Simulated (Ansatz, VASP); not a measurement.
## K2S: VASP beside Ansatz

```
K S
1.0
     3.66791    3.66791    0.00000
    -3.66791    3.66791    0.00000
     0.00000    3.66791    3.66791
K S
2 1
Direct
  0.25000 0.75000 0.50000
  0.75000 0.25000 0.50000
  0.00000 0.00000 0.00000
```

Alike in both runs: functional PBEsol; k mesh 10 × 10 × 10; occupations fermi-dirac, width 0.1 eV; no spin polarisation.

Ansatz relaxed the structure, and its values are those at the end. VASP's run is a single point on that final structure, the one shown.

|  | VASP | Ansatz |
| --- | --- | --- |
| version | VASP 6.6.1 | Ansatz 0.2.0 |
| potentials or method | VASP PAW PBE potentials, release 64 (K_sv, S) | PAW with Ansatz's default frozen-core files, scalar-relativistic |
| plane-wave cutoff (eV) | 500 | 420 |
| valence electrons in the cell | 24 | 24 |

|  | VASP | Ansatz | Ansatz less VASP |
| --- | --- | --- | --- |
| pressure (GPa) | 0.1 | 0.0 | -0.05 |

VASP's potentials were made for PBE, not for PBEsol. With one functional, cell and mesh, what is left measures potentials, basis and numerics.
